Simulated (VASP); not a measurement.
# BaS (Fm-3m) in VASP: further runs

Runs on BaS. Level: PBE. Tasks: electric field gradients.

All numbers are computed with VASP 6.6.1; they aren't measurements. Logs are shortened: lines on timing, memory, paths and dates and some standing lists are left out, and cuts for length are marked.

## 1. The cell of the first run

The structure is cubic, space group Fm-3m (No. 225). The conventional cell has a = 6.258 Å, b = 6.258 Å, c = 6.258 Å, α = 90.00°, β = 90.00°, γ = 90.00°. Within 4.1 Å of Ba (site symmetry m-3m) lie 6 S at 3.13 Å. S (site symmetry m-3m) has 6 Ba at 3.13 Å within 4.1 Å.

## 2. Electric field gradients, PBE (30.64 Å³/atom)

The input, INCAR:

```
SYSTEM = BaS
ALGO     = Normal         ! electronic algorithm
EDIFF    = 1E-8           ! SCF threshold, eV
ENCUT    = 520            ! plane-wave cutoff, eV
GGA      = PE             ! functional
ISIF     = 2              ! what is computed and relaxed
ISMEAR   = -1             ! smearing method
LASPH    = .TRUE.         ! aspherical terms in the spheres
LCHARG   = .FALSE.        ! write CHGCAR
LEFG     = .TRUE.       
LREAL    = .FALSE.        ! projectors in reciprocal space
LWAVE    = .FALSE.        ! write WAVECAR
NBANDS   = 15             ! bands
NELM     = 100            ! most SCF steps
PREC     = Accurate       ! precision mode
SIGMA    = 0.01           ! smearing width, eV
```

The input, KPOINTS:

```
k-points
0
G
  7 7 7
  0 0 0
```

The input, POSCAR:

```
BaS
1.0
    0.0000000000      3.1291077444      3.1291077444
    3.1291077444      0.0000000000      3.1291077444
    3.1291077444      3.1291077444      0.0000000000
Ba S
1 1
Direct
    0.0000000000      0.0000000000      0.0000000000
    0.5000000000      0.5000000000      0.5000000000
```

Potentials or basis: VASP PAW PBE potentials, release 64 (Ba_sv, S).

Started as:

```
$ cat potpaw_PBE.64/Ba_sv/POTCAR potpaw_PBE.64/S/POTCAR > POTCAR
$ mpirun -np 1 vasp_std > vasp.out
```

OUTCAR:

```text
SYSTEM = BaS
   EDIFF = 1E-8
   ENCUT = 520
   GGA = PE
   ISIF = 2
   ISMEAR = -1
   LASPH = .TRUE.
   LREAL = .FALSE.
   NELM = 100
   PREC = Accurate

 ion  position               nearest neighbor table
   1  0.000  0.000  0.000-   2 3.13   2 3.13   2 3.13   2 3.13   2 3.13   2 3.13
   2  0.500  0.500  0.500-   1 3.13   1 3.13   1 3.13   1 3.13   1 3.13   1 3.13

  LATTYP: Found a face centered cubic cell.
 ALAT       =     6.2582154888

  Lattice vectors:

 A1 = (   0.0000000000,   3.1291077444,   3.1291077444)
 A2 = (   3.1291077444,   0.0000000000,   3.1291077444)
 A3 = (   3.1291077444,   3.1291077444,   0.0000000000)

Analysis of symmetry for initial positions (statically):
=====================================================================
 Subroutine PRICEL returns:
 Original cell was already a primitive cell.

 Routine SETGRP: Setting up the symmetry group for a
 face centered cubic supercell.

 Subroutine GETGRP returns: Found 48 space group operations
 (whereof 48 operations were pure point group operations)
 out of a pool of 48 trial point group operations.

The static configuration has the point symmetry O_h .

Analysis of symmetry for dynamics (positions and initial velocities):
=====================================================================
 Subroutine PRICEL returns:
 Original cell was already a primitive cell.

 Routine SETGRP: Setting up the symmetry group for a
 face centered cubic supercell.

 Subroutine GETGRP returns: Found 48 space group operations
 (whereof 48 operations were pure point group operations)
 out of a pool of 48 trial point group operations.

The dynamic configuration has the point symmetry O_h .

 Subroutine INISYM returns: Found 48 space group operations
 (whereof 48 operations are pure point group operations),
 and found     1 'primitive' translations

----------------------------------------------------------------------------------------

                                     Primitive cell

  volume of cell :      61.2762

  direct lattice vectors                    reciprocal lattice vectors
     0.000000000  3.129107744  3.129107744    -0.159789960  0.159789960  0.159789960
     3.129107744  0.000000000  3.129107744     0.159789960 -0.159789960  0.159789960
     3.129107744  3.129107744  0.000000000     0.159789960  0.159789960 -0.159789960

  length of vectors
     4.425226610  4.425226610  4.425226610     0.276764329  0.276764329  0.276764329

  position of ions in fractional coordinates (direct lattice)
     0.000000000  0.000000000  0.000000000
     0.500000000  0.500000000  0.500000000

  ion indices of the primitive-cell ions
   primitive index   ion index
                 1           1
                 2           2

----------------------------------------------------------------------------------------

 KPOINTS: k-points

Automatic generation of k-mesh.
 Grid dimensions read from file:
 generate k-points for:    7    7    7

 Generating k-lattice:

  Cartesian coordinates                     Fractional coordinates (reciprocal lattice)
    -0.022827137  0.022827137  0.022827137     0.142857143  0.000000000  0.000000000
     0.022827137 -0.022827137  0.022827137     0.000000000  0.142857143  0.000000000
     0.022827137  0.022827137 -0.022827137     0.000000000  0.000000000  0.142857143

  Length of vectors
     0.039537761  0.039537761  0.039537761

  Shift w.r.t. Gamma in fractional coordinates (k-lattice)
     0.000000000  0.000000000  0.000000000

 Subroutine IBZKPT returns following result:
 ===========================================

 Found     20 irreducible k-points:

 Following reciprocal coordinates:
            Coordinates               Weight
  0.000000  0.000000  0.000000      1.000000
  0.142857  0.000000  0.000000      8.000000
  0.285714  0.000000  0.000000      8.000000
  0.428571  0.000000  0.000000      8.000000
  0.142857  0.142857  0.000000      6.000000
  0.285714  0.142857  0.000000     24.000000
[... 12 lines left out ...]
 -0.428571  0.428571  0.142857     24.000000
 -0.285714  0.428571  0.142857     24.000000
   k-points           NKPTS =     20   k-points in BZ     NKDIM =     20   number of bands    NBANDS=     15
   number of dos      NEDOS =    301   number of ions     NIONS =      2
   total plane-waves  NPLWV =  46656
   dimension x,y,z NGX =    36 NGY =   36 NGZ =   36
   dimension x,y,z NGXF=    72 NGYF=   72 NGZF=   72
   ions per type =               1   1
   NGX,Y,Z   is equivalent  to a cutoff of  13.52, 13.52, 13.52 a.u.
   NGXF,Y,Z  is equivalent  to a cutoff of  27.05, 27.05, 27.05 a.u.
 SYSTEM =  BaS
   PREC   = accura    normal or accurate (medium, high low for compatibility)
   ISTART =      0    job   : 0-new  1-cont  2-samecut
   ICHARG =      2    charge: 1-file 2-atom 10-const
   ISPIN  =      1    spin polarized calculation?
   LNONCOLLINEAR =      F non collinear calculations
   LSORBIT =      F    spin-orbit coupling
   LASPH  =      T    aspherical Exc in radial PAW
   ENCUT  =  520.0 eV  38.22 Ry    6.18 a.u.   8.23  8.23  8.23*2*pi/ulx,y,z
   NELM   =    100;   NELMIN=  2; NELMDL= -5     # of ELM steps
   EDIFF  = 0.1E-07   stopping-criterion for ELM
   LREAL  =      F    real-space projection
   EDIFFG = 0.1E-06   stopping-criterion for IOM
   NSW    =      0    number of steps for IOM
   IBRION =     -1    ionic relax: 0-MD 1-quasi-New 2-CG
   NFREE  =      0    steps in history (QN), initial steepest desc. (CG)
   ISIF   =      2    stress and relaxation
   ISYM   =      2    0-nonsym 1-usesym 2-fastsym
   POTIM  = 0.5000    time-step for ionic-motion
   TEBEG  =    0.0;   TEEND  =   0.0 temperature during run
   PSTRESS=    0.0 pullay stress
   NELECT =      16.0000    total number of electrons
   NUPDOWN=      -1.0000    fix difference up-down
   EMIN   =  10.00;   EMAX   =-10.00  energy-range for DOS
   EFERMI =   0.00;   METHOD = LEGACY
   ISMEAR =    -1;   SIGMA  =   0.01  broadening in eV -4-tet -1-fermi 0-gaus
   EFERMI_NEDOS =   21; number of points for ismear=-14 and -15
   IALGO  =     38    algorithm
   IMIX   =      4    mixing-type and parameters
     AMIX     =   0.40;   BMIX     =  1.00
     AMIX_MAG =   1.60;   BMIX_MAG =  1.00
  volume/ion in A,a.u.               =      30.64       206.76
  Fermi-wavevector in a.u.,A,eV,Ry     =   1.046368  1.977348 14.896819  1.094885
  Thomas-Fermi vector in A             =   2.181203
   LORBIT       =      0    0 simple, 1 ext, 2 COOP (PROOUT), +10 PAW based schemes
   GGA     = PE    functional components
   LHFCALC =     F    Hartree Fock is set to
   AEXX    =    0.0000 exact exchange contribution
   IVDW    =     0    specifies the selected vdW correction
   LEPSILON=     F    determine dielectric tensor
   LRPA    =     F    only Hartree local field effects (RPA)
 non-spin polarized calculation
  energy-cutoff  :      520.00
  volume of cell :       61.28
 maximum number of plane-waves:      1666
 NGX is ok and might be reduce to    36
   NGX = 17   NGY = 17   NGZ = 17

 number of electron      15.9999998 magnetization

 Free energy of the ion-electron system (eV)
  ---------------------------------------------------
  ext. energy  EPLUGINS =         0.00000000
  ---------------------------------------------------
  free energy    TOTEN  =       -10.11132464 eV

  energy without entropy =      -10.11132464  energy(sigma->0) =      -10.11132464

 E-fermi :   2.0121     XC(G=0):  -8.8839

 val. band max:        1.7860921169   @ k =   0.0000   0.0000   0.0000
 cond. band min:       3.8401107641   @ k =   0.4286   0.4286   0.0000
 fundamental gap:      2.0540186472
 Fermi energy:         2.0120594856

 k-point     1 :       0.0000    0.0000    0.0000
  band No.  band energies     occupation
      1     -24.1032      2.00000
      2      -9.1491      2.00000
      3      -9.1491      2.00000
      4      -9.1491      2.00000
      5      -8.6719      2.00000
      6       1.7861      2.00000
      7       1.7861      2.00000
      8       1.7861      2.00000
      9       5.6526      0.00000
     10       5.6526      0.00000
     11       5.6526      0.00000
     12       5.6955      0.00000
     13       6.6448      0.00000
     14       6.6448      0.00000
     15      10.6201      0.00000

 k-point     2 :       0.1429    0.0000    0.0000
  band No.  band energies     occupation
      1     -24.0918      2.00000
      2      -9.6723      2.00000
      3      -9.1577      2.00000
      4      -9.1577      2.00000
      5      -8.1318      2.00000
      6       1.2444      2.00000
      7       1.4850      2.00000
      8       1.4850      2.00000
      9       5.6953      0.00000
     10       5.9780      0.00000
     11       5.9780      0.00000
     12       6.4646      0.00000
     13       7.2906      0.00000
     14       7.2906      0.00000
     15      11.4784      0.00000

 k-point     3 :       0.2857    0.0000    0.0000
  band No.  band energies     occupation
      1     -24.0660      2.00000
      2     -10.2293      2.00000
      3      -9.1767      2.00000
      4      -9.1767      2.00000
      5      -7.5326      2.00000
      6       0.3547      2.00000
      7       0.9570      2.00000
      8       0.9570      2.00000
      9       6.0807      0.00000
     10       6.8750      0.00000
     11       6.8750      0.00000
     12       7.8679      0.00000
     13       8.8280      0.00000
     14       8.8280      0.00000
     15      12.7737      0.00000
[... 271 lines left out ...]
 k-point    19 :      -0.4286    0.4286    0.1429
  band No.  band energies     occupation
      1     -24.0270      2.00000
      2      -9.9368      2.00000
      3      -9.4977      2.00000
      4      -9.4479      2.00000
      5      -8.0157      2.00000
      6       0.8876      2.00000
      7       1.1798      2.00000
      8       1.4618      2.00000
      9       4.7339      0.00000
     10       7.8345      0.00000
     11       8.2006      0.00000
     12       9.2715      0.00000
     13       9.4531      0.00000
     14      10.2553      0.00000
     15      11.6286      0.00000

 k-point    20 :      -0.2857    0.4286    0.1429
  band No.  band energies     occupation
      1     -24.0251      2.00000
      2      -9.9933      2.00000
      3      -9.6021      2.00000
      4      -9.4222      2.00000
      5      -7.8152      2.00000
      6       0.5517      2.00000
      7       1.1981      2.00000
      8       1.3108      2.00000
      9       5.7441      0.00000
     10       6.7222      0.00000
     11       8.5255      0.00000
     12       9.1629      0.00000
     13       9.3125      0.00000
     14      11.4701      0.00000
     15      12.3828      0.00000

------------------------ aborting loop because EDIFF is reached ----------------------------------------

  FORCE on cell =-STRESS in cart. coord.  units (eV):
  Direction    XX          YY          ZZ          XY          YZ          ZX
  --------------------------------------------------------------------------------------
  -------------------------------------------------------------------------------------
  Total        1.8245696      1.8245696      1.8245696      0.0000000      0.0000000      0.0000000
  in kB       47.7067092     47.7067092     47.7067092      0.0000000      0.0000000      0.0000000
  external PRESSURE =      47.7067092 kB  Pullay stress =       0.0000000 kB

 VOLUME and BASIS-vectors are now :
 -----------------------------------------------------------------------------
  energy-cutoff  :      520.00
  volume of cell :       61.28
      direct lattice vectors                 reciprocal lattice vectors
     0.000000000  3.129107744  3.129107744    -0.159789960  0.159789960  0.159789960
     3.129107744  0.000000000  3.129107744     0.159789960 -0.159789960  0.159789960
     3.129107744  3.129107744  0.000000000     0.159789960  0.159789960 -0.159789960

 POSITION                                       TOTAL-FORCE (eV/Angst)
 -----------------------------------------------------------------------------------
      0.00000      0.00000      0.00000         0.000000      0.000000      0.000000
      3.12911      3.12911      3.12911         0.000000      0.000000      0.000000
 -----------------------------------------------------------------------------------
    total drift:                                0.000000      0.000000      0.000000

  FREE ENERGIE OF THE ION-ELECTRON SYSTEM (eV)
  ---------------------------------------------------
  free  energy   TOTEN  =       -10.1113246368 eV

  energy  without entropy=      -10.1113246368  energy(sigma->0) =      -10.11132464

 Electric field gradients (V/A^2)
---------------------------------------------------------------------
 ion       V_xx      V_yy      V_zz      V_xy      V_xz      V_yz
---------------------------------------------------------------------
   1      -0.000     0.000     0.000     0.000     0.000     0.000
   2      -0.000     0.000    -0.000     0.000     0.000     0.000
---------------------------------------------------------------------

 Electric field gradients after diagonalization (V/A^2)
 (convention: |V_zz| > |V_xx| > |V_yy|)
----------------------------------------------------------------------
 ion       V_xx      V_yy      V_zz     asymmetry (V_yy - V_xx)/ V_zz
----------------------------------------------------------------------
   1      -0.000    -0.000     0.000       0.000
   2      -0.000    -0.000     0.001       0.000
----------------------------------------------------------------------

           NMR quadrupolar parameters

 Cq : quadrupolar parameter    Cq=e*Q*V_zz/h
 eta: asymmetry parameters     (V_yy - V_xx)/ V_zz
 Q  : nuclear electric quadrupole moment in mb (millibarn)
----------------------------------------------------------------------
 ion       Cq(MHz)       eta       Q (mb)
----------------------------------------------------------------------
   1       0.000       0.000       1.000
   2       0.000       0.000       1.000
----------------------------------------------------------------------
```

Wall time 18 s (1 thread of Intel Xeon Platinum 8488C (Sapphire Rapids), shared host); peak memory 0.2 GiB.

What came out:

* Free energy: -10.1113 eV
* Pressure: 4.8 GPa
* Band gap on the k mesh: 2.05 eV (least direct gap 2.17 eV)
* Largest electric field gradient by atom: zero within the noise of the run

Caveat: the cell stands under pressure; spin-orbit coupling is left out, which moves the levels of the heavy elements; an odd mesh through Γ misses points on the zone boundary, where band edges can lie.

(Part 1 of 2 ends here.)
